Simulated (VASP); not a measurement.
# SiNi3 (Pm-3m) in VASP: notebook, part 2 of 2

VASP 6.6.1.

### Step 3. Single point, r2SCAN

Input file POSCAR:

```
SiNi3
1.0
    3.4647829030      0.0000000000      0.0000000000
    0.0000000000      3.4647829030      0.0000000000
    0.0000000000      0.0000000000      3.4647829030
Si Ni
1 3
Direct
    0.0000000000      0.0000000000      0.0000000000
    0.0000000000      0.5000000000      0.5000000000
    0.5000000000      0.0000000000      0.5000000000
    0.5000000000      0.5000000000      0.0000000000
```

Input file INCAR.step1:

```
PREC = Accurate ; ENCUT = 520
ISMEAR = -1 ; SIGMA = 0.02
LREAL = F ; LASPH = T
NELM = 80 ; NBANDS = 25
GGA = PE ; ALGO = Normal
EDIFF = 1E-4 ; LWAVE = T
LCHARG = F
```

Input file INCAR.step2:

```
PREC = Accurate ; ENCUT = 520
EDIFF = 1E-6 ; ISMEAR = -1
SIGMA = 0.02 ; LREAL = F
LASPH = T ; NELM = 80
ALGO = Normal ; ISIF = 2
LWAVE = F ; LCHARG = F
METAGGA = R2SCAN ; LMIXTAU = T
NBANDS = 25 ; ISTART = 1
```

Input file KPOINTS:

```
regular mesh
0
Gamma
  8 8 8
```

Potentials or basis: VASP PAW PBE potentials, release 64 (Si, Ni).

Run with:

```console
cat potpaw_PBE.64/Si/POTCAR potpaw_PBE.64/Ni/POTCAR > POTCAR
cp INCAR.step1 INCAR
mpirun -np 1 vasp_std > vasp.out
cp INCAR.step2 INCAR
mpirun -np 1 vasp_std > vasp.out
```

OUTCAR:

```text
PREC = Accurate
   ENCUT = 520
   EDIFF = 1E-6
   ISMEAR = -1
   LREAL = F
   LASPH = T
   NELM = 80
   ISIF = 2
   METAGGA = R2SCAN
   ISTART = 1

 ion  position               nearest neighbor table
   1  0.000  0.000  0.000-   2 2.45   3 2.45   4 2.45   2 2.45   3 2.45   2 2.45   4 2.45   2 2.45
                             3 2.45   4 2.45   3 2.45   4 2.45
   2  0.000  0.500  0.500-   1 2.45   3 2.45   4 2.45   1 2.45   4 2.45   1 2.45   3 2.45   1 2.45
                             3 2.45   4 2.45   4 2.45   3 2.45
   3  0.500  0.000  0.500-   1 2.45   2 2.45   4 2.45   1 2.45   4 2.45   2 2.45   4 2.45   4 2.45
                             1 2.45   2 2.45   1 2.45   2 2.45
   4  0.500  0.500  0.000-   1 2.45   2 2.45   3 2.45   2 2.45   3 2.45   1 2.45   3 2.45   3 2.45
                             1 2.45   2 2.45   2 2.45   1 2.45

  LATTYP: Found a simple cubic cell.
 ALAT       =     3.4647829030

  Lattice vectors:

 A1 = (   3.4647829030,   0.0000000000,   0.0000000000)
 A2 = (   0.0000000000,   3.4647829030,   0.0000000000)
 A3 = (   0.0000000000,   0.0000000000,   3.4647829030)

Analysis of symmetry for initial positions (statically):
=====================================================================
 Subroutine PRICEL returns:
 Original cell was already a primitive cell.

 Routine SETGRP: Setting up the symmetry group for a
 simple cubic supercell.

 Subroutine GETGRP returns: Found 48 space group operations
 (whereof 48 operations were pure point group operations)
 out of a pool of 48 trial point group operations.

The static configuration has the point symmetry O_h .

Analysis of symmetry for dynamics (positions and initial velocities):
=====================================================================
 Subroutine PRICEL returns:
 Original cell was already a primitive cell.

 Routine SETGRP: Setting up the symmetry group for a
 simple cubic supercell.

 Subroutine GETGRP returns: Found 48 space group operations
 (whereof 48 operations were pure point group operations)
 out of a pool of 48 trial point group operations.

The dynamic configuration has the point symmetry O_h .

 Subroutine INISYM returns: Found 48 space group operations
 (whereof 48 operations are pure point group operations),
 and found     1 'primitive' translations

----------------------------------------------------------------------------------------

                                     Primitive cell

  volume of cell :      41.5938

  direct lattice vectors                    reciprocal lattice vectors
     3.464782903  0.000000000  0.000000000     0.288618372  0.000000000  0.000000000
     0.000000000  3.464782903  0.000000000     0.000000000  0.288618372  0.000000000
     0.000000000  0.000000000  3.464782903     0.000000000  0.000000000  0.288618372

  length of vectors
     3.464782903  3.464782903  3.464782903     0.288618372  0.288618372  0.288618372

  position of ions in fractional coordinates (direct lattice)
     0.000000000  0.000000000  0.000000000
     0.000000000  0.500000000  0.500000000
     0.500000000  0.000000000  0.500000000
     0.500000000  0.500000000  0.000000000

  ion indices of the primitive-cell ions
   primitive index   ion index
                 1           1
                 2           2
                 3           3
                 4           4

[... 25 lines left out ...]

 Following reciprocal coordinates:
            Coordinates               Weight
  0.000000  0.000000  0.000000      1.000000
  0.125000  0.000000  0.000000      6.000000
  0.250000  0.000000  0.000000      6.000000
  0.375000  0.000000  0.000000      6.000000
  0.500000  0.000000  0.000000      3.000000
  0.125000  0.125000  0.000000     12.000000
[... 16 lines left out ...]
  0.375000  0.375000  0.125000     24.000000
  0.500000  0.375000  0.125000     24.000000
 [... further k-points ...]
   k-points           NKPTS =     35   k-points in BZ     NKDIM =     35   number of bands    NBANDS=     25
   number of dos      NEDOS =    301   number of ions     NIONS =      4
   total plane-waves  NPLWV =  21952
   dimension x,y,z NGX =    28 NGY =   28 NGZ =   28
   dimension x,y,z NGXF=    56 NGYF=   56 NGZF=   56
   ions per type =               1   3
   NGX,Y,Z   is equivalent  to a cutoff of  13.43, 13.43, 13.43 a.u.
   NGXF,Y,Z  is equivalent  to a cutoff of  26.87, 26.87, 26.87 a.u.
 SYSTEM =  unknown system
   PREC   = accura    normal or accurate (medium, high low for compatibility)
   ISTART =      1    job   : 0-new  1-cont  2-samecut
   ICHARG =      0    charge: 1-file 2-atom 10-const
   ISPIN  =      1    spin polarized calculation?
   LNONCOLLINEAR =      F non collinear calculations
   LSORBIT =      F    spin-orbit coupling
   LASPH  =      T    aspherical Exc in radial PAW
   ENCUT  =  520.0 eV  38.22 Ry    6.18 a.u.   6.44  6.44  6.44*2*pi/ulx,y,z
   NELM   =     80;   NELMIN=  2; NELMDL=  0     # of ELM steps
   EDIFF  = 0.1E-05   stopping-criterion for ELM
   LREAL  =      F    real-space projection
   EDIFFG = 0.1E-04   stopping-criterion for IOM
   NSW    =      0    number of steps for IOM
   IBRION =     -1    ionic relax: 0-MD 1-quasi-New 2-CG
   NFREE  =      0    steps in history (QN), initial steepest desc. (CG)
   ISIF   =      2    stress and relaxation
   ISYM   =      2    0-nonsym 1-usesym 2-fastsym
   POTIM  = 0.5000    time-step for ionic-motion
   TEBEG  =    0.0;   TEEND  =   0.0 temperature during run
   PSTRESS=    0.0 pullay stress
   NELECT =      34.0000    total number of electrons
   NUPDOWN=      -1.0000    fix difference up-down
   EMIN   =  10.00;   EMAX   =-10.00  energy-range for DOS
   EFERMI =   0.00;   METHOD = LEGACY
   ISMEAR =    -1;   SIGMA  =   0.02  broadening in eV -4-tet -1-fermi 0-gaus
   EFERMI_NEDOS =   21; number of points for ismear=-14 and -15
   IALGO  =     38    algorithm
   IMIX   =      4    mixing-type and parameters
     AMIX     =   0.40;   BMIX     =  1.00
     AMIX_MAG =   1.60;   BMIX_MAG =  1.00
  volume/ion in A,a.u.               =      10.40        70.17
  Fermi-wavevector in a.u.,A,eV,Ry     =   1.530706  2.892615 31.879277  2.343061
  Thomas-Fermi vector in A             =   2.638152
   LORBIT       =      0    0 simple, 1 ext, 2 COOP (PROOUT), +10 PAW based schemes
   METAGGA = R2SCAN    functional components
   LHFCALC =     F    Hartree Fock is set to
   AEXX    =    0.0000 exact exchange contribution
   IVDW    =     0    specifies the selected vdW correction
   LEPSILON=     F    determine dielectric tensor
   LRPA    =     F    only Hartree local field effects (RPA)
 non-spin polarized calculation
  energy-cutoff  :      520.00
  volume of cell :       41.59
 maximum number of plane-waves:      1141
 NGX is ok and might be reduce to    28
   NGX = 13   NGY = 13   NGZ = 13

 number of electron      33.9999971 magnetization

 Free energy of the ion-electron system (eV)
  ---------------------------------------------------
  ext. energy  EPLUGINS =         0.00000000
  ---------------------------------------------------
  free energy    TOTEN  =       -46.37273105 eV

  energy without entropy =      -46.37003675  energy(sigma->0) =      -46.37138390

 E-fermi :  11.0103     XC(G=0): -14.4130

 val. band max:       10.9715795819   @ k =   0.1250   0.1250   0.0000
 cond. band min:      11.0206839031   @ k =   0.5000   0.3750   0.3750
 fundamental gap:      0.0491043212
 Fermi energy:        11.0103415708

 k-point     1 :       0.0000    0.0000    0.0000
  band No.  band energies     occupation
      1      -1.7695      2.00000
      2       5.7112      2.00000
      3       6.5938      2.00000
      4       6.5938      2.00000
      5       7.1792      2.00000
      6       7.1792      2.00000
[... 661 lines left out ...]
     24      21.0993      0.00000
     25      23.8832      0.00000

 [... further k-points ...]

------------------------ aborting loop because EDIFF is reached ----------------------------------------

  FORCE on cell =-STRESS in cart. coord.  units (eV):
  Direction    XX          YY          ZZ          XY          YZ          ZX
  --------------------------------------------------------------------------------------
  -------------------------------------------------------------------------------------
  Total        0.0794028      0.0794028      0.0794028     -0.0000000     -0.0000000      0.0000000
  in kB        3.0585687      3.0585687      3.0585687     -0.0000000     -0.0000000      0.0000000
  external PRESSURE =       3.0585687 kB  Pullay stress =       0.0000000 kB

 VOLUME and BASIS-vectors are now :
 -----------------------------------------------------------------------------
  energy-cutoff  :      520.00
  volume of cell :       41.59
      direct lattice vectors                 reciprocal lattice vectors
     3.464782903  0.000000000  0.000000000     0.288618372  0.000000000  0.000000000
     0.000000000  3.464782903  0.000000000     0.000000000  0.288618372  0.000000000
     0.000000000  0.000000000  3.464782903     0.000000000  0.000000000  0.288618372

 POSITION                                       TOTAL-FORCE (eV/Angst)
 -----------------------------------------------------------------------------------
      0.00000      0.00000      0.00000         0.000000      0.000000      0.000000
      0.00000      1.73239      1.73239         0.000000      0.000000      0.000000
      1.73239      0.00000      1.73239         0.000000      0.000000      0.000000
      1.73239      1.73239      0.00000         0.000000      0.000000      0.000000
 -----------------------------------------------------------------------------------
    total drift:                                0.000000      0.000000      0.000000

  FREE ENERGIE OF THE ION-ELECTRON SYSTEM (eV)
  ---------------------------------------------------
  free  energy   TOTEN  =       -46.3727310507 eV

  energy  without entropy=      -46.3700367470  energy(sigma->0) =      -46.37138390
```

Run time: 3.8 min. Hardware: 1 thread of Intel Xeon 8259CL, shared host; peak memory 0.18 GiB.

What came out:

* Free energy: -46.3727 eV
* Pressure: 0.3 GPa
* Band gap on the k mesh: zero (bands 17 and 18 overlap by 0.28 eV)

Levels at points of the mesh, in eV from the Fermi level:
```csv
k point,band 14,band 15,band 16,band 17,band 18,band 19,band 20,band 21
"(0.00, 0.00, 0.00)",-0.75,-0.75,-0.36,0.06,0.06,0.06,5.63,6.73
"(0.50, 0.00, 0.00)",-1.40,-1.27,-0.67,0.06,3.92,3.92,5.59,5.59
"(0.50, 0.50, 0.00)",-1.59,-1.21,-1.10,-0.99,0.70,0.70,6.10,7.00
"(0.50, 0.50, 0.50)",-1.35,-1.35,-0.51,-0.22,-0.22,-0.22,1.54,4.39
```

Caveat: the PAW data sets were made with another functional, which shifts forces and pressure a little.

The gap in the log of VASP goes by the Fermi energy; the results here count the filled bands.